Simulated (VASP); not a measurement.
# Ag (P6_3/mmc) in VASP: single point with r2SCAN

Aim: the single point of Ag with r2SCAN.

Everything below comes from runs of VASP 6.6.1. Logs are shortened: lines on timing, memory, paths and dates and some standing lists are left out, and cuts for length are marked.

## Step 1: The cell of the first run

It takes space group P6_3/mmc (No. 194, hexagonal). Conventional cell: a = 2.930 Å, b = 2.930 Å, c = 4.790 Å, α = 90.00°, β = 90.00°, γ = 120.00°. Within 3.9 Å of Ag (site symmetry -6m2) lie 12 Ag at 2.93 Å.

This isn't the form of Ag at room conditions, which is fcc.

## Step 2: Single point, r2SCAN

Contents of POSCAR:

```
Ag
1.0
    2.9300000000      0.0000000000      0.0000000000
   -1.4650000000      2.5374540000      0.0000000000
    0.0000000000      0.0000000000      4.7900000000
Ag
2
Direct
    0.3333333333      0.6666666667      0.2500000000
    0.6666666667      0.3333333333      0.7500000000
```

Contents of INCAR.step1:

```
SYSTEM = Ag
PREC = Accurate ; ENCUT = 520
ISMEAR = 0 ; SIGMA = 0.1
LREAL = .False. ; LASPH = .True.
NELM = 80 ; NBANDS = 18
GGA = PE ; ALGO = Normal
EDIFF = 1E-4 ; LWAVE = .True.
LCHARG = .False.
```

Contents of INCAR.step2:

```
SYSTEM = Ag
PREC = Accurate ; ENCUT = 520
EDIFF = 1E-6 ; ISMEAR = 0
SIGMA = 0.1 ; LREAL = .False.
LASPH = .True. ; NELM = 80
ALGO = Normal ; ISIF = 2
LWAVE = .False. ; LCHARG = .False.
METAGGA = R2SCAN ; LMIXTAU = .True.
NBANDS = 18 ; ISTART = 1
```

Contents of KPOINTS:

```
regular mesh
0
Gamma
  17 17 9
  0 0 0
```

Potentials or basis: VASP PAW PBE potentials, release 64 (Ag).

On the command line:

```sh
$ cat potpaw_PBE.64/Ag/POTCAR > POTCAR
$ cp INCAR.step1 INCAR
$ mpirun -np 1 vasp_std > vasp.out
$ cp INCAR.step2 INCAR
$ mpirun -np 1 vasp_std > vasp.out
```

OUTCAR:

```text
SYSTEM = Ag
   PREC = Accurate
   ENCUT = 520
   EDIFF = 1E-6
   ISMEAR = 0
   LREAL = .False.
   LASPH = .True.
   NELM = 80
   ISIF = 2
   METAGGA = R2SCAN
   ISTART = 1

 ion  position               nearest neighbor table
   1  0.333  0.667  0.250-   2 2.93   2 2.93   2 2.93   2 2.93   2 2.93   2 2.93
   2  0.667  0.333  0.750-   1 2.93   1 2.93   1 2.93   1 2.93   1 2.93   1 2.93

  LATTYP: Found a hexagonal cell.
 ALAT       =     2.9300000000
 C/A-ratio  =     1.6348122867

  Lattice vectors:

 A1 = (   2.9300000000,   0.0000000000,   0.0000000000)
 A2 = (  -1.4650000000,   2.5374540000,   0.0000000000)
 A3 = (   0.0000000000,   0.0000000000,   4.7900000000)

Analysis of symmetry for initial positions (statically):
=====================================================================
 Subroutine PRICEL returns:
 Original cell was already a primitive cell.

 Routine SETGRP: Setting up the symmetry group for a
 hexagonal supercell.

 Subroutine GETGRP returns: Found 24 space group operations
 (whereof 12 operations were pure point group operations)
 out of a pool of 24 trial point group operations.

The static configuration has the point symmetry D_3d.
 The point group associated with its full space group is D_6h.

Analysis of symmetry for dynamics (positions and initial velocities):
=====================================================================
 Subroutine PRICEL returns:
 Original cell was already a primitive cell.

 Routine SETGRP: Setting up the symmetry group for a
 hexagonal supercell.

 Subroutine GETGRP returns: Found 24 space group operations
 (whereof 12 operations were pure point group operations)
 out of a pool of 24 trial point group operations.

The dynamic configuration has the point symmetry D_3d.
 The point group associated with its full space group is D_6h.

 Subroutine INISYM returns: Found 24 space group operations
 (whereof 12 operations are pure point group operations),
 and found     1 'primitive' translations

----------------------------------------------------------------------------------------

                                     Primitive cell

  volume of cell :      35.6124

  direct lattice vectors                    reciprocal lattice vectors
     2.930000000  0.000000000  0.000000000     0.341296928  0.197047907  0.000000000
    -1.465000000  2.537454000  0.000000000     0.000000000  0.394095814  0.000000000
     0.000000000  0.000000000  4.790000000     0.000000000  0.000000000  0.208768267

  length of vectors
     2.930000000  2.929999625  4.790000000     0.394095764  0.394095814  0.208768267

  position of ions in fractional coordinates (direct lattice)
     0.333333333  0.666666667  0.250000000
     0.666666667  0.333333333  0.750000000

  ion indices of the primitive-cell ions
   primitive index   ion index
                 1           1
                 2           2

----------------------------------------------------------------------------------------

 KPOINTS: regular mesh

Automatic generation of k-mesh.
 Grid dimensions read from file:
 generate k-points for:   17   17    9

 Generating k-lattice:

  Cartesian coordinates                     Fractional coordinates (reciprocal lattice)
     0.020076290  0.011591053  0.000000000     0.058823529  0.000000000  0.000000000
     0.000000000  0.023182107  0.000000000     0.000000000  0.058823529  0.000000000
     0.000000000  0.000000000  0.023196474     0.000000000  0.000000000  0.111111111

  Length of vectors
     0.023182104  0.023182107  0.023196474

  Shift w.r.t. Gamma in fractional coordinates (k-lattice)
     0.000000000  0.000000000  0.000000000

 Subroutine IBZKPT returns following result:
 ===========================================

 Found    165 irreducible k-points:

 Following reciprocal coordinates:
            Coordinates               Weight
  0.000000  0.000000  0.000000      1.000000
  0.058824  0.000000  0.000000      6.000000
  0.117647  0.000000  0.000000      6.000000
  0.176471  0.000000  0.000000      6.000000
  0.235294  0.000000  0.000000      6.000000
  0.294118  0.000000  0.000000      6.000000
[... 16 lines left out ...]
  0.411765  0.117647  0.000000     12.000000
  0.176471  0.176471  0.000000      6.000000
 [... further k-points ...]
   k-points           NKPTS =    165   k-points in BZ     NKDIM =    165   number of bands    NBANDS=     18
   number of dos      NEDOS =    301   number of ions     NIONS =      2
   total plane-waves  NPLWV =  20736
   dimension x,y,z NGX =    24 NGY =   24 NGZ =   36
   dimension x,y,z NGXF=    48 NGYF=   48 NGZF=   72
   ions per type =               2
   NGX,Y,Z   is equivalent  to a cutoff of  13.62, 13.62, 12.49 a.u.
   NGXF,Y,Z  is equivalent  to a cutoff of  27.23, 27.23, 24.99 a.u.
 SYSTEM =  Ag
   PREC   = accura    normal or accurate (medium, high low for compatibility)
   ISTART =      1    job   : 0-new  1-cont  2-samecut
   ICHARG =      0    charge: 1-file 2-atom 10-const
   ISPIN  =      1    spin polarized calculation?
   LNONCOLLINEAR =      F non collinear calculations
   LSORBIT =      F    spin-orbit coupling
   LASPH  =      T    aspherical Exc in radial PAW
   ENCUT  =  520.0 eV  38.22 Ry    6.18 a.u.   5.45  5.45  8.91*2*pi/ulx,y,z
   NELM   =     80;   NELMIN=  2; NELMDL=  0     # of ELM steps
   EDIFF  = 0.1E-05   stopping-criterion for ELM
   LREAL  =      F    real-space projection
   EDIFFG = 0.1E-04   stopping-criterion for IOM
   NSW    =      0    number of steps for IOM
   IBRION =     -1    ionic relax: 0-MD 1-quasi-New 2-CG
   NFREE  =      0    steps in history (QN), initial steepest desc. (CG)
   ISIF   =      2    stress and relaxation
   ISYM   =      2    0-nonsym 1-usesym 2-fastsym
   POTIM  = 0.5000    time-step for ionic-motion
   TEBEG  =    0.0;   TEEND  =   0.0 temperature during run
   PSTRESS=    0.0 pullay stress
   NELECT =      22.0000    total number of electrons
   NUPDOWN=      -1.0000    fix difference up-down
   EMIN   =  10.00;   EMAX   =-10.00  energy-range for DOS
   EFERMI =   0.00;   METHOD = LEGACY
   ISMEAR =     0;   SIGMA  =   0.10  broadening in eV -4-tet -1-fermi 0-gaus
   EFERMI_NEDOS =   21; number of points for ismear=-14 and -15
   IALGO  =     38    algorithm
   IMIX   =      4    mixing-type and parameters
     AMIX     =   0.40;   BMIX     =  1.00
     AMIX_MAG =   1.60;   BMIX_MAG =  1.00
  volume/ion in A,a.u.               =      17.81       120.16
  Fermi-wavevector in a.u.,A,eV,Ry     =   1.394276  2.634799 26.449785  1.944004
  Thomas-Fermi vector in A             =   2.517840
   LORBIT       =      0    0 simple, 1 ext, 2 COOP (PROOUT), +10 PAW based schemes
   METAGGA = R2SCAN    functional components
   LHFCALC =     F    Hartree Fock is set to
   AEXX    =    0.0000 exact exchange contribution
   IVDW    =     0    specifies the selected vdW correction
   LEPSILON=     F    determine dielectric tensor
   LRPA    =     F    only Hartree local field effects (RPA)
 non-spin polarized calculation
 Gauss-broadening in eV      SIGMA  =   0.10
  energy-cutoff  :      520.00
  volume of cell :       35.61
 maximum number of plane-waves:       990
 NGX is ok and might be reduce to    24
   NGX = 11   NGY = 11   NGZ = 17

 number of electron      22.0000005 magnetization

 Free energy of the ion-electron system (eV)
  ---------------------------------------------------
  ext. energy  EPLUGINS =         0.00000000
  ---------------------------------------------------
  free energy    TOTEN  =       -42.69599122 eV

  energy without entropy =      -42.69196713  energy(sigma->0) =      -42.69397917

 E-fermi :   7.8900     XC(G=0): -12.6664

 val. band max:        7.8861122608   @ k =   0.2941   0.2353   0.1111
 cond. band min:       7.8979514742   @ k =   0.0588   0.0000   0.0000
 fundamental gap:      0.0118392135
 Fermi energy:         7.8899974031

 k-point     1 :       0.0000    0.0000    0.0000
  band No.  band energies     occupation
      1       0.2152      2.00000
      2       1.3866      2.00000
      3       2.8548      2.00000
      4       2.9427      2.00000
      5       2.9427      2.00000
      6       3.1655      2.00000
[... 10 lines left out ...]
     17      26.3257      0.00000
     18      26.3257      0.00000

 k-point     2 :       0.0588    0.0000    0.0000
  band No.  band energies     occupation
      1       0.3114      2.00000
      2       1.4404      2.00000
      3       2.7905      2.00000
      4       2.9915      2.00000
      5       3.0042      2.00000
      6       3.1475      2.00000
[... 10 lines left out ...]
     17      26.0112      0.00000
     18      26.7888      0.00000

 k-point     3 :       0.1176    0.0000    0.0000
  band No.  band energies     occupation
      1       0.5895      2.00000
      2       1.5842      2.00000
      3       2.6841      2.00000
      4       3.0618      2.00000
      5       3.1339      2.00000
      6       3.1639      2.00000
[... 10 lines left out ...]
     17      26.2374      0.00000
     18      27.2739      0.00000

 k-point     4 :       0.1765    0.0000    0.0000
  band No.  band energies     occupation
      1       1.0083      2.00000
      2       1.7524      2.00000
      3       2.6044      2.00000
      4       3.0154      2.00000
      5       3.0268      2.00000
      6       3.2891      2.00000
[... 10 lines left out ...]
     17      25.5820      0.00000
     18      26.4228      0.00000

 k-point     5 :       0.2353    0.0000    0.0000
  band No.  band energies     occupation
      1       1.4515      2.00000
      2       1.8229      2.00000
      3       2.6710      2.00000
      4       2.6766      2.00000
      5       3.0097      2.00000
      6       3.1718      2.00000
[... 10 lines left out ...]
     17      24.2701      0.00000
     18      25.5932      0.00000

 k-point     6 :       0.2941    0.0000    0.0000
  band No.  band energies     occupation
      1       1.6691      2.00000
      2       1.8063      2.00000
      3       2.3337      2.00000
      4       2.9689      2.00000
      5       3.0595      2.00000
      6       3.1047      2.00000
[... 10 lines left out ...]
     17      22.7440      0.00000
     18      24.9931      0.00000

 k-point     7 :       0.3529    0.0000    0.0000
  band No.  band energies     occupation
      1       1.5838      2.00000
      2       1.8318      2.00000
      3       2.0615      2.00000
      4       2.9647      2.00000
      5       3.1895      2.00000
      6       3.2987      2.00000
[... 10 lines left out ...]
     17      20.8484      0.00000
     18      24.8383      0.00000

 k-point     8 :       0.4118    0.0000    0.0000
  band No.  band energies     occupation
      1       1.4816      2.00000
      2       1.8077      2.00000
      3       1.8734      2.00000
      4       2.8965      2.00000
      5       3.2257      2.00000
      6       3.3050      2.00000
[... 10 lines left out ...]
     17      19.4790      0.00000
     18      24.4034      0.00000
[... 229 lines left out ...]
     17      24.9817      0.00000
     18      25.1117      0.00000

 k-point    20 :       0.2353    0.1176    0.0000
  band No.  band energies     occupation
      1       1.9021      2.00000
      2       1.9562      2.00000
      3       2.2974      2.00000
      4       2.6927      2.00000
      5       2.9248      2.00000
      6       3.1081      2.00000
[... 10 lines left out ...]
     17      22.9557      0.00000
     18      24.3279      0.00000

 k-point    21 :       0.2941    0.1176    0.0000
  band No.  band energies     occupation
      1       1.7766      2.00000
      2       2.0002      2.00000
      3       2.0523      2.00000
      4       2.8652      2.00000
      5       3.0560      2.00000
      6       3.2414      2.00000
[... 10 lines left out ...]
     17      21.0228      0.00000
     18      23.7408      0.00000

 k-point    22 :       0.3529    0.1176    0.0000
  band No.  band energies     occupation
      1       1.6676      2.00000
      2       1.8824      2.00000
      3       1.9769      2.00000
      4       2.8351      2.00000
      5       3.2162      2.00000
      6       3.3054      2.00000
[... 10 lines left out ...]
     17      19.6495      0.00000
     18      23.3495      0.00000

 k-point    23 :       0.4118    0.1176    0.0000
  band No.  band energies     occupation
      1       1.6079      2.00000
      2       1.7958      2.00000
      3       1.9530      2.00000
      4       2.8264      2.00000
      5       3.1553      2.00000
      6       3.3882      2.00000
[... 10 lines left out ...]
     17      18.6118      0.00000
     18      23.1535      0.00000

 k-point    24 :       0.1765    0.1765    0.0000
  band No.  band energies     occupation
      1       2.0045      2.00000
      2       2.1041      2.00000
      3       2.3487      2.00000
      4       2.4164      2.00000
      5       2.8936      2.00000
      6       3.0857      2.00000
[... 10 lines left out ...]
     17      23.7876      0.00000
     18      24.1682      0.00000

 [... further k-points ...]

------------------------ aborting loop because EDIFF is reached ----------------------------------------

  FORCE on cell =-STRESS in cart. coord.  units (eV):
  Direction    XX          YY          ZZ          XY          YZ          ZX
  --------------------------------------------------------------------------------------
  -------------------------------------------------------------------------------------
  Total       -0.6593075     -0.6593073     -0.3659737      0.0000000      0.0000000      0.0000000
  in kB      -29.6617867    -29.6617766    -16.4649032      0.0000000      0.0000000      0.0000000
  external PRESSURE =     -25.2628222 kB  Pullay stress =       0.0000000 kB

 VOLUME and BASIS-vectors are now :
 -----------------------------------------------------------------------------
  energy-cutoff  :      520.00
  volume of cell :       35.61
      direct lattice vectors                 reciprocal lattice vectors
     2.930000000  0.000000000  0.000000000     0.341296928  0.197047907  0.000000000
    -1.465000000  2.537454000  0.000000000     0.000000000  0.394095814  0.000000000
     0.000000000  0.000000000  4.790000000     0.000000000  0.000000000  0.208768267

 POSITION                                       TOTAL-FORCE (eV/Angst)
 -----------------------------------------------------------------------------------
     -0.00000      1.69164      1.19750         0.000000     -0.000000      0.000000
      1.46500      0.84582      3.59250        -0.000000      0.000000      0.000000
 -----------------------------------------------------------------------------------
    total drift:                               -0.000000      0.000000     -0.000000

  FREE ENERGIE OF THE ION-ELECTRON SYSTEM (eV)
  ---------------------------------------------------
  free  energy   TOTEN  =       -42.6959912180 eV

  energy  without entropy=      -42.6919671275  energy(sigma->0) =      -42.69397917
```

It took 98 s on 1 thread of Intel Xeon 6975P-C (Granite Rapids), shared host; peak memory 0.22 GiB.

What came out:

```yaml
Free_energy: -42.6960 eV
Pressure: -2.5 GPa
Band_gap_on_the_k_mesh: zero (bands 11 and 12 overlap by 7.33 eV)
```

Stress tensor (GPa, compression positive):
```
-2.97  0.00  0.00
 0.00 -2.97  0.00
 0.00  0.00 -1.65
```

Levels at points of the mesh, in eV from the Fermi level:
```
           k point  band 7  band 8  band 9  band 10  band 11  band 12  band 13  band 14  band 15  band 16
(0.00, 0.00, 0.00)   -4.72   -4.39   -4.39    -3.43    -3.43    -0.26     3.40    16.12    18.03    18.30
```

Caveat: the PAW data sets were made with another functional, which shifts forces and pressure a little.
